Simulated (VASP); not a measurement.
Runs of VASP 6.6.1 on Cs. The structure is that of space group P6_3/mmc (No. 194), or close to it. The cells are those of the table. This isn't the form of Cs at room conditions, which is bcc.

```csv
cell,gap on the mesh (eV),pressure (GPa)
"a = 5.584, b = 5.584, c = 9.193 Å, angles 90.0, 90.0, 120.0°, 2 atoms",none,0.0
"a = 5.351, b = 5.351, c = 8.809 Å, angles 90.0, 90.0, 120.0°, 2 atoms",none,0.3
"a = 5.431, b = 5.431, c = 8.941 Å, angles 90.0, 90.0, 120.0°, 2 atoms",none,(a)
"a = 5.657, b = 5.657, c = 9.313 Å, angles 90.0, 90.0, 120.0°, 2 atoms",none,-0.1
"a = 5.508, b = 5.508, c = 9.068 Å, angles 90.0, 90.0, 120.0°, 2 atoms",none,0.1
"a = 5.729, b = 5.729, c = 9.431 Å, angles 90.0, 90.0, 120.0°, 2 atoms",none,-0.1
```

Alike in all rows: task single point; level r2SCAN; potentials or basis VASP PAW PBE potentials, release 64 (Cs_sv); no spin polarisation; k mesh 8 × 8 × 4; cutoff (eV) 520; smearing fermi-dirac 0.1 eV.

Fill in the values left out.

(a) 0.2.

Caveats: the PAW data sets were made with another functional, which shifts forces and pressure a little; spin-orbit coupling is left out, which moves the levels of the heavy elements.

A k mesh can miss the band edges, and the runs leave out spin-orbit coupling on Cs.

A gap of «none» marks levels without a gap at the run's occupations.
